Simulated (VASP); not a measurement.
# HCBr3 (P6_3) in VASP: a series of runs

Runs on HCBr3. Level: PBEsol. Tasks: single point.

Everything below comes from runs of VASP 6.6.1. Logs are shortened: lines on timing, memory, paths and dates and some standing lists are left out, and cuts for length are marked.

## (1) The cell of the first run

Symmetry: P6_3, No. 173, hexagonal system. The conventional cell has a = 6.275 Å, b = 6.275 Å, c = 7.157 Å, α = 90.00°, β = 90.00°, γ = 120.00°. H (site symmetry 3) has 1 C at 1.10 Å within 1.5 Å. C (site symmetry 3) has 1 H at 1.10 Å within 1.5 Å. Br (site symmetry 1) has 1 C at 1.93 Å and 1 H at 2.48 Å within 2.6 Å.

## (2) Single point, PBEsol

Input file INCAR:

```
PREC = Accurate ; ENCUT = 520
EDIFF = 1E-6 ; ISMEAR = 0
SIGMA = 0.02 ; LREAL = F
LASPH = T ; NELM = 80
ALGO = Normal ; ISIF = 2
LWAVE = F ; LCHARG = F
GGA = PS ; NBANDS = 37
```

Input file KPOINTS:

```
regular mesh
0
Gamma
  6 6 4
```

Input file POSCAR:

```
HCBr3
1.0
    6.2748516958      0.0000000000      0.0000000000
   -3.1374258479      5.4341809736      0.0000000000
    0.0000000000      0.0000000000      7.1568794813
H C Br
2 2 6
Direct
    0.6666666667      0.3333333333      0.2315237865
    0.3333333333      0.6666666667      0.7315237865
    0.6666666667      0.3333333333      0.0782359616
    0.3333333333      0.6666666667      0.5782359616
    0.7159949083      0.6496274430      0.0004134172
    0.0663674653      0.7159949083      0.5004134172
    0.3503725570      0.0663674653      0.0004134172
    0.2840050917      0.3503725570      0.5004134172
    0.9336325347      0.2840050917      0.0004134172
    0.6496274430      0.9336325347      0.5004134172
```

Potentials or basis: VASP PAW PBE potentials, release 64 (H, C, Br).

Run with:

```sh
$ cat potpaw_PBE.64/H/POTCAR potpaw_PBE.64/C/POTCAR potpaw_PBE.64/Br/POTCAR > POTCAR
$ mpirun -np 1 vasp_std > vasp.out
```

OUTCAR:

```text
PREC = Accurate
   ENCUT = 520
   EDIFF = 1E-6
   ISMEAR = 0
   LREAL = F
   LASPH = T
   NELM = 80
   ISIF = 2
   GGA = PS

 ion  position               nearest neighbor table
   1  0.667  0.333  0.232-   3 1.10
   2  0.333  0.667  0.732-   4 1.10
   3  0.667  0.333  0.078-   1 1.10   9 1.93   7 1.93   5 1.93
   4  0.333  0.667  0.578-   2 1.10   6 1.93  10 1.93   8 1.93
   5  0.716  0.650  0.000-   3 1.93
   6  0.066  0.716  0.500-   4 1.93
   7  0.350  0.066  0.000-   3 1.93
   8  0.284  0.350  0.500-   4 1.93
   9  0.934  0.284  0.000-   3 1.93
  10  0.650  0.934  0.500-   4 1.93

  LATTYP: Found a hexagonal cell.
 ALAT       =     6.2748516958
 C/A-ratio  =     1.1405655190

  Lattice vectors:

 A1 = (   6.2748516958,   0.0000000000,   0.0000000000)
 A2 = (  -3.1374258479,   5.4341809736,   0.0000000000)
 A3 = (   0.0000000000,   0.0000000000,   7.1568794813)

Analysis of symmetry for initial positions (statically):
=====================================================================
 Subroutine PRICEL returns:
 Original cell was already a primitive cell.

 Routine SETGRP: Setting up the symmetry group for a
 hexagonal supercell.

 Subroutine GETGRP returns: Found  6 space group operations
 (whereof  3 operations were pure point group operations)
 out of a pool of 24 trial point group operations.

The static configuration has the point symmetry C_3 .
 The point group associated with its full space group is C_6 .

Analysis of symmetry for dynamics (positions and initial velocities):
=====================================================================
 Subroutine PRICEL returns:
 Original cell was already a primitive cell.

 Routine SETGRP: Setting up the symmetry group for a
 hexagonal supercell.

 Subroutine GETGRP returns: Found  6 space group operations
 (whereof  3 operations were pure point group operations)
 out of a pool of 24 trial point group operations.

The dynamic configuration has the point symmetry C_3 .
 The point group associated with its full space group is C_6 .

 Subroutine INISYM returns: Found  6 space group operations
 (whereof  3 operations are pure point group operations),
 and found     1 'primitive' translations

----------------------------------------------------------------------------------------

                                     Primitive cell

  volume of cell :     244.0401

  direct lattice vectors                    reciprocal lattice vectors
     6.274851696  0.000000000  0.000000000     0.159366316  0.092010186  0.000000000
    -3.137425848  5.434180974  0.000000000     0.000000000  0.184020371  0.000000000
     0.000000000  0.000000000  7.156879481     0.000000000  0.000000000  0.139725701

  length of vectors
     6.274851696  6.274851696  7.156879481     0.184020371  0.184020371  0.139725701

  position of ions in fractional coordinates (direct lattice)
     0.666666667  0.333333333  0.231523786
     0.333333333  0.666666667  0.731523786
     0.666666667  0.333333333  0.078235962
     0.333333333  0.666666667  0.578235962
     0.715994908  0.649627443  0.000413417
     0.066367465  0.715994908  0.500413417
     0.350372557  0.066367465  0.000413417
     0.284005092  0.350372557  0.500413417
     0.933632535  0.284005092  0.000413417
     0.649627443  0.933632535  0.500413417

  ion indices of the primitive-cell ions
   primitive index   ion index
                 1           1
                 2           2
                 3           3
                 4           4
                 5           5
                 6           6
                 7           7
                 8           8
                 9           9
                10          10

----------------------------------------------------------------------------------------

 KPOINTS: regular mesh

Automatic generation of k-mesh.
 Grid dimensions read from file:
 generate k-points for:    6    6    4

 Generating k-lattice:

  Cartesian coordinates                     Fractional coordinates (reciprocal lattice)
     0.026561053  0.015335031  0.000000000     0.166666667  0.000000000  0.000000000
     0.000000000  0.030670062  0.000000000     0.000000000  0.166666667  0.000000000
     0.000000000  0.000000000  0.034931425     0.000000000  0.000000000  0.250000000

  Length of vectors
     0.030670062  0.030670062  0.034931425

  Shift w.r.t. Gamma in fractional coordinates (k-lattice)
     0.000000000  0.000000000  0.000000000

 Subroutine IBZKPT returns following result:
 ===========================================

 Found     24 irreducible k-points:

 Following reciprocal coordinates:
            Coordinates               Weight
  0.000000  0.000000  0.000000      1.000000
  0.166667  0.000000  0.000000      6.000000
  0.333333  0.000000  0.000000      6.000000
  0.500000  0.000000  0.000000      3.000000
  0.166667  0.166667  0.000000      6.000000
  0.333333  0.166667  0.000000      6.000000
[... 16 lines left out ...]
 -0.333333  0.500000  0.500000      6.000000
  0.333333  0.333333  0.500000      2.000000
   k-points           NKPTS =     24   k-points in BZ     NKDIM =     24   number of bands    NBANDS=     37
   number of dos      NEDOS =    301   number of ions     NIONS =     10
   total plane-waves  NPLWV = 124416
   dimension x,y,z NGX =    48 NGY =   48 NGZ =   54
   dimension x,y,z NGXF=    96 NGYF=   96 NGZF=  108
   ions per type =               2   2   6
   NGX,Y,Z   is equivalent  to a cutoff of  12.72, 12.72, 12.54 a.u.
   NGXF,Y,Z  is equivalent  to a cutoff of  25.43, 25.43, 25.09 a.u.
 SYSTEM =  unknown system
   PREC   = accura    normal or accurate (medium, high low for compatibility)
   ISTART =      0    job   : 0-new  1-cont  2-samecut
   ICHARG =      2    charge: 1-file 2-atom 10-const
   ISPIN  =      1    spin polarized calculation?
   LNONCOLLINEAR =      F non collinear calculations
   LSORBIT =      F    spin-orbit coupling
   LASPH  =      T    aspherical Exc in radial PAW
   ENCUT  =  520.0 eV  38.22 Ry    6.18 a.u.  11.67 11.67 13.31*2*pi/ulx,y,z
   NELM   =     80;   NELMIN=  2; NELMDL= -5     # of ELM steps
   EDIFF  = 0.1E-05   stopping-criterion for ELM
   LREAL  =      F    real-space projection
   EDIFFG = 0.1E-04   stopping-criterion for IOM
   NSW    =      0    number of steps for IOM
   IBRION =     -1    ionic relax: 0-MD 1-quasi-New 2-CG
   NFREE  =      0    steps in history (QN), initial steepest desc. (CG)
   ISIF   =      2    stress and relaxation
   ISYM   =      2    0-nonsym 1-usesym 2-fastsym
   POTIM  = 0.5000    time-step for ionic-motion
   TEBEG  =    0.0;   TEEND  =   0.0 temperature during run
   PSTRESS=    0.0 pullay stress
   NELECT =      52.0000    total number of electrons
   NUPDOWN=      -1.0000    fix difference up-down
   EMIN   =  10.00;   EMAX   =-10.00  energy-range for DOS
   EFERMI =   0.00;   METHOD = LEGACY
   ISMEAR =     0;   SIGMA  =   0.02  broadening in eV -4-tet -1-fermi 0-gaus
   EFERMI_NEDOS =   21; number of points for ismear=-14 and -15
   IALGO  =     38    algorithm
   IMIX   =      4    mixing-type and parameters
     AMIX     =   0.40;   BMIX     =  1.00
     AMIX_MAG =   1.60;   BMIX_MAG =  1.00
  volume/ion in A,a.u.               =      24.40       164.69
  Fermi-wavevector in a.u.,A,eV,Ry     =   0.977812  1.847797 13.008762  0.956117
  Thomas-Fermi vector in A             =   2.108539
   LORBIT       =      0    0 simple, 1 ext, 2 COOP (PROOUT), +10 PAW based schemes
   GGA     = PS    functional components
   LHFCALC =     F    Hartree Fock is set to
   AEXX    =    0.0000 exact exchange contribution
   IVDW    =     0    specifies the selected vdW correction
   LEPSILON=     F    determine dielectric tensor
   LRPA    =     F    only Hartree local field effects (RPA)
 non-spin polarized calculation
 Gauss-broadening in eV      SIGMA  =   0.02
  energy-cutoff  :      520.00
  volume of cell :      244.04
 maximum number of plane-waves:      6592
 NGX is ok and might be reduce to    48
   NGX = 23   NGY = 23   NGZ = 27

 number of electron      51.9999993 magnetization

 Free energy of the ion-electron system (eV)
  ---------------------------------------------------
  ext. energy  EPLUGINS =         0.00000000
  ---------------------------------------------------
  free energy    TOTEN  =       -36.32124282 eV

  energy without entropy =      -36.32124282  energy(sigma->0) =      -36.32124282

 E-fermi :  -0.6908     XC(G=0):  -7.9539

 val. band max:       -0.8144222781   @ k =   0.5000   0.0000   0.0000
 cond. band min:       2.9049937798   @ k =   0.0000   0.0000   0.0000
 fundamental gap:      3.7194160579
 Fermi energy:        -0.6908025855

 k-point     1 :       0.0000    0.0000    0.0000
  band No.  band energies     occupation
      1     -16.8076      2.00000
      2     -16.6537      2.00000
      3     -14.5658      2.00000
      4     -14.5658      2.00000
      5     -14.5530      2.00000
      6     -14.5530      2.00000
[... 29 lines left out ...]
     36       8.6342      0.00000
     37       8.6752      0.00000

 k-point     2 :       0.1667    0.0000    0.0000
  band No.  band energies     occupation
      1     -16.7789      2.00000
      2     -16.6410      2.00000
      3     -14.6330      2.00000
      4     -14.5913      2.00000
      5     -14.5823      2.00000
      6     -14.5449      2.00000
[... 29 lines left out ...]
     36       8.2825      0.00000
     37       8.3626      0.00000
[... 838 lines left out ...]
     36       7.3707      0.00000
     37       7.8193      0.00000

 k-point    24 :       0.3333    0.3333    0.5000
  band No.  band energies     occupation
      1     -16.6303      2.00000
      2     -16.6303      2.00000
      3     -14.7720      2.00000
      4     -14.7720      2.00000
      5     -14.6077      2.00000
      6     -14.6077      2.00000
[... 29 lines left out ...]
     36       7.5772      0.00000
     37       7.5805      0.00000

------------------------ aborting loop because EDIFF is reached ----------------------------------------

  FORCE on cell =-STRESS in cart. coord.  units (eV):
  Direction    XX          YY          ZZ          XY          YZ          ZX
  --------------------------------------------------------------------------------------
  -------------------------------------------------------------------------------------
  Total        0.1415587      0.1415587      0.0775306     -0.0000004      0.0000000      0.0000000
  in kB        0.9293642      0.9293642      0.5090054     -0.0000027      0.0000000      0.0000000
  external PRESSURE =       0.7892446 kB  Pullay stress =       0.0000000 kB

 VOLUME and BASIS-vectors are now :
 -----------------------------------------------------------------------------
  energy-cutoff  :      520.00
  volume of cell :      244.04
      direct lattice vectors                 reciprocal lattice vectors
     6.274851696  0.000000000  0.000000000     0.159366316  0.092010186  0.000000000
    -3.137425848  5.434180974  0.000000000     0.000000000  0.184020371  0.000000000
     0.000000000  0.000000000  7.156879481     0.000000000  0.000000000  0.139725701

 POSITION                                       TOTAL-FORCE (eV/Angst)
 -----------------------------------------------------------------------------------
      3.13743      1.81139      1.65699         0.000000      0.000000      0.024392
     -0.00000      3.62279      5.23543         0.000000      0.000000      0.024392
      3.13743      1.81139      0.55993         0.000000      0.000000     -0.000315
     -0.00000      3.62279      4.13837         0.000000      0.000000     -0.000315
      2.45460      3.53019      0.00296        -0.012385      0.030502     -0.008026
     -1.82993      3.89085      3.58140        -0.032608      0.004525     -0.008026
      1.99031      0.36065      0.00296        -0.020223     -0.025977     -0.008026
      0.68282      1.90399      3.58140         0.012385     -0.030502     -0.008026
      4.96736      1.54334      0.00296         0.032608     -0.004525     -0.008026
      1.14711      5.07353      3.58140         0.020223      0.025977     -0.008026
 -----------------------------------------------------------------------------------
    total drift:                                0.000000     -0.000000     -0.000727

  FREE ENERGIE OF THE ION-ELECTRON SYSTEM (eV)
  ---------------------------------------------------
  free  energy   TOTEN  =       -36.3212428169 eV

  energy  without entropy=      -36.3212428169  energy(sigma->0) =      -36.32124282
```

Run time: 2.8 min. Hardware: 1 thread of AMD EPYC 7R13 (Zen 3), shared host; peak memory 0.41 GiB.

What came out:

```
Free energy            : -36.3212 eV
Pressure               : 0.1 GPa
Largest force          : 0.034 eV/Å
Band gap on the k mesh : 3.72 eV (least direct gap 3.77 eV)
```

Forces on the atoms (eV/Å):
```
H    0.000  0.000  0.024
H    0.000  0.000  0.024
C    0.000  0.000  0.000
C    0.000  0.000  0.000
Br  -0.012  0.031 -0.008
Br  -0.033  0.005 -0.008
Br  -0.020 -0.026 -0.008
Br   0.012 -0.031 -0.008
Br   0.033 -0.005 -0.008
Br   0.020  0.026 -0.008
```

Levels at points of the mesh, in eV from the valence-band top:
```csv
k point,band 22,band 23,band 24,band 25,band 26,band 27,band 28,band 29,band 30,band 31
"(0.00, 0.00, 0.00)",-0.28,-0.28,-0.28,-0.10,-0.10,3.72,4.08,5.18,5.18,5.21
"(0.50, 0.00, 0.00)",-0.43,-0.35,-0.20,-0.03,0.00,3.80,3.94,4.83,4.98,5.69
"(0.00, 0.00, 0.50)",-0.71,-0.22,-0.22,-0.07,-0.07,3.88,3.88,5.09,5.09,5.17
"(0.50, 0.00, 0.50)",-0.65,-0.39,-0.39,-0.03,-0.03,3.91,3.91,4.93,4.93,5.85
```

Caveat: this functional lacks dispersion, which holds the molecules together, so the pressure and a relaxed volume are unreliable; the PAW data sets were made with another functional, which shifts forces and pressure a little.

## (3) Single point, PBEsol

Input file INCAR:

```
SYSTEM = HCBr3
PREC = Accurate
ENCUT = 520
EDIFF = 1E-7
ISMEAR = 0
SIGMA = 0.02
LREAL = .False.
LASPH = .True.
NELM = 60
ALGO = Normal
ISIF = 2
LWAVE = .False.
LCHARG = .False.
GGA = PS
NBANDS = 37
```

Input file KPOINTS:

```
regular mesh
0
Gamma
  6 6 4
  0 0 0
```

Input file POSCAR:

```
HCBr3
1.0
    6.2748727483      0.0000000000      0.0000000000
   -3.1374363741      5.4341992056      0.0000000000
    0.0000000000      0.0000000000      7.1568734000
H C Br
2 2 6
Direct
    0.6666666667      0.3333333333      0.2315235039
    0.3333333333      0.6666666667      0.7315235039
    0.6666666667      0.3333333333      0.0782357369
    0.3333333333      0.6666666667      0.5782357369
    0.7159971223      0.6496275591      0.0004135863
    0.0663695632      0.7159971223      0.5004135863
    0.3503724409      0.0663695632      0.0004135863
    0.2840028777      0.3503724409      0.5004135863
    0.9336304368      0.2840028777      0.0004135863
    0.6496275591      0.9336304368      0.5004135863
```

Potentials or basis: VASP PAW PBE potentials, release 64 (H, C, Br).

Run with:

```sh
$ cat potpaw_PBE.64/H/POTCAR potpaw_PBE.64/C/POTCAR potpaw_PBE.64/Br/POTCAR > POTCAR
$ mpirun -np 1 vasp_std > vasp.out
```

It took 2.9 min on 1 thread of AMD EPYC 7R13 (Zen 3), shared host; peak memory 0.41 GiB.

The run converged. Its results:

- Free energy: -36.3212 eV
- Pressure: 0.1 GPa
- Largest force: 0.034 eV/Å
- Band gap on the k mesh: 3.72 eV (least direct gap 3.77 eV)

Forces in eV/Å, atoms in the order of the input:
```
H    0.000  0.000  0.024
H    0.000  0.000  0.024
C    0.000  0.000  0.000
C    0.000  0.000  0.000
Br  -0.012  0.031 -0.008
Br  -0.033  0.005 -0.008
Br  -0.020 -0.026 -0.008
Br   0.012 -0.031 -0.008
Br   0.033 -0.005 -0.008
Br   0.020  0.026 -0.008
```

Levels at points of the mesh, in eV from the valence-band top:
```
           k point  band 23  band 24  band 25  band 26  band 27  band 28  band 29  band 30
(0.00, 0.00, 0.00)    -0.28    -0.28    -0.10    -0.10     3.72     4.08     5.18     5.18
(0.50, 0.00, 0.00)    -0.35    -0.20    -0.03     0.00     3.80     3.94     4.83     4.98
(0.00, 0.00, 0.50)    -0.22    -0.22    -0.07    -0.07     3.88     3.88     5.09     5.09
(0.50, 0.00, 0.50)    -0.39    -0.39    -0.03    -0.03     3.91     3.91     4.93     4.93
```

Caveat: this functional lacks dispersion, which holds the molecules together, so the pressure and a relaxed volume are unreliable; the PAW data sets were made with another functional, which shifts forces and pressure a little.
